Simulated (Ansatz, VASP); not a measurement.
# Two plane-wave programs on K2F

```
CELL_PARAMETERS angstrom
5.66910 0.00000 0.00000
-2.83455 4.90958 0.00000
0.00000 0.00000 3.93093
ATOMIC_POSITIONS crystal
K 0.33333 0.66667 0.50000
K 0.66667 0.33333 0.50000
F 0.00000 0.00000 0.00000
```

Alike in both runs: functional PBE; k mesh 12 × 12 × 14; occupations gaussian, width 0.1 eV; no spin polarisation.

Ansatz relaxed the structure, and its values are those at the end. VASP's run is a single point on that final structure, the one shown.

```csv
,VASP,Ansatz
version,VASP 6.6.1,Ansatz 0.2.0
potentials or method,"VASP PAW PBE potentials, release 64 (K_sv, F), cutoff 520 eV","scalar-relativistic, plane waves, PAW"
valence electrons in the cell,25,25
```

```csv
,VASP,Ansatz,Ansatz less VASP
gap on the k mesh at the Fermi level (eV),none,none,-
pressure (GPa),-0.1,0.0,+0.06
```

A gap of «none» marks a metal or a gap that the smearing closes.
